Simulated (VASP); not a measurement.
BaTiO3:

```xyz
5
Lattice="4.0073 0.0000 0.0000 0.0000 4.0073 0.0000 0.0000 0.0000 4.0073" Properties=species:S:1:pos:R:3 pbc="T T T"
Ba    2.0398    1.8245    2.0304
Ti    3.7818    0.2804    3.8242
O     2.0859    0.0274    0.2221
O     0.0507    1.9715    0.2113
O     0.0563    3.9108    1.7266
```

Base run:

- Program: VASP 6.6.1
- Functional: r2SCAN
- Potentials or basis: VASP PAW PBE potentials, release 64 (Ba_sv, Ti_sv, O)
- Cutoff: 520 eV
- k mesh: 7 × 7 × 7
- Occupations: fermi-dirac, width 0.05 eV
- Spin: no spin polarisation
- Hubbard terms: Ti d U = 5.0 eV

Its results: band gap on the k mesh 3.65 eV (least direct gap 3.92 eV); pressure 16.5 GPa; largest force 6.208 eV/Å.

The run is repeated on the same cell with these changes: functional from r2SCAN to PBE; hubbard terms from Ti d U = 5.0 eV to none. What comes out?

Band gap on the k mesh 2.76 eV (least direct gap 2.93 eV); pressure 14.0 GPa; largest force 4.461 eV/Å.

Several settings changed at once.

Caveats: the cell stands under pressure; spin-orbit coupling is left out, which moves the levels of the heavy elements; an odd mesh through Γ misses points on the zone boundary, where band edges can lie; the PAW data sets were made with another functional, which shifts forces and pressure a little (at least some runs); forces of over 1 eV/Å act on the atoms, so gaps and moduli don't describe the material at rest (at least some runs).
